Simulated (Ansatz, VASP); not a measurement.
**Two plane-wave programs on HgTe**

```
Hg Te
1.0
     0.00000    3.07223    3.07223
     3.07223    0.00000    3.07223
     3.07223    3.07223    0.00000
Hg Te
1 1
Direct
  0.00000 0.00000 0.00000
  0.50000 0.50000 0.50000
```

Alike in both runs: functional PBE; k mesh 12 × 12 × 12; occupations fermi-dirac, width 0.1 eV; no spin polarisation.

Ansatz relaxed the structure, and its values are those at the end. VASP's run is a single point on that final structure, the one shown.

```csv
,VASP,Ansatz
version,VASP 6.6.1,Ansatz 0.2.0
potentials or method,"VASP PAW PBE potentials, release 64 (Hg, Te)","PAW with Ansatz's default frozen-core files, scalar-relativistic"
plane-wave cutoff (eV),520,420
valence electrons in the cell,18,36
```

Ansatz gave:

- pressure (GPa): 0.0

Question: Which values does VASP return?

Answer: Pressure (GPa): 0.1.

VASP's potentials hold 18 valence electrons a cell and Ansatz's 36, so a difference there can come from the potentials and not from the codes.

Spin-orbit coupling is off throughout.
